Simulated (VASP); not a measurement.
Wanted: the native input for a VASP 6.6.1 run.

| Quantity | Value |
| --- | --- |
| Task | single point |
| Functional | r2SCAN |
| Potentials or basis | VASP PAW PBE potentials, release 64 (W_sv, S) |
| Cutoff | 520 eV |
| k mesh | 12 × 12 × 2 |
| Occupations | gaussian, width 0.02 eV |
| Spin | no spin polarisation |
| Dipole correction | no |
| Further INCAR settings | ALGO = Normal; EDIFF = 1e-06; NBANDS = 35 |

The system is WS2.

```
W S
1.0
     2.99072    0.00000    0.00000
    -1.49536    2.59004    0.00000
     0.00000    0.00000   13.43441
W S
2 4
Direct
  0.33333 0.66667 0.25000
  0.66667 0.33333 0.75000
  0.33333 0.66667 0.62871
  0.66667 0.33333 0.12871
  0.33333 0.66667 0.87129
  0.66667 0.33333 0.37129
```

This cell differs from its parent crystal: biaxial strain in the a-b plane: -6.0 %, then relaxed in part.

These files were run (other wordings do the same):

POSCAR

```
WS2
1.0
    2.9907217804      0.0000000000      0.0000000000
   -1.4953608902      2.5900410374      0.0000000000
    0.0000000000      0.0000000000     13.4344095801
W S
2 4
Direct
    0.3333333333      0.6666666667      0.2500000000
    0.6666666667      0.3333333333      0.7500000000
    0.3333333333      0.6666666667      0.6287103519
    0.6666666667      0.3333333333      0.1287103519
    0.3333333333      0.6666666667      0.8712896481
    0.6666666667      0.3333333333      0.3712896481
```

INCAR.step1

```
  ALGO = Normal
  EDIFF = 1E-4
  ENCUT = 520
  GGA = PE
  ISMEAR = 0
  LASPH = True
  LCHARG = False
  LREAL = False
  LWAVE = True
  NBANDS = 35
  NELM = 80
  PREC = Accurate
  SIGMA = 0.02
```

INCAR.step2

```
  ALGO = Normal
  EDIFF = 1E-6
  ENCUT = 520
  ISIF = 2
  ISMEAR = 0
  ISTART = 1
  LASPH = True
  LCHARG = False
  LMIXTAU = True
  LREAL = False
  LWAVE = False
  METAGGA = R2SCAN
  NBANDS = 35
  NELM = 80
  PREC = Accurate
  SIGMA = 0.02
```

KPOINTS

```
k-points
0
Gamma
  12 12 2
```

Potentials or basis: VASP PAW PBE potentials, release 64 (W_sv, S).

Run with:

```console
$ cat potpaw_PBE.64/W_sv/POTCAR potpaw_PBE.64/S/POTCAR > POTCAR
$ cp INCAR.step1 INCAR
$ mpirun -np 1 vasp_std > vasp.out
$ cp INCAR.step2 INCAR
$ mpirun -np 1 vasp_std > vasp.out
```

Results of the run:

| Quantity | Value |
| --- | --- |
| Pressure | 14.9 GPa |
| Largest force | 0.030 eV/Å |
| Band gap on the k mesh | 1.45 eV (least direct gap 2.38 eV) |

Caveat: the cell differs from its parent crystal (biaxial strain in the a-b plane: -6.0 %, then relaxed in part); the cell stands under pressure; the PAW data sets were made with another functional, which shifts forces and pressure a little; spin-orbit coupling is left out, which moves the levels of the heavy elements.

Run time: 15 min on 1 thread of Intel(R) Xeon(R) Platinum 8259CL CPU @ 2.50GHz (Skylake/Cascade Lake), with other jobs on the host, peak memory 0.3 GiB.
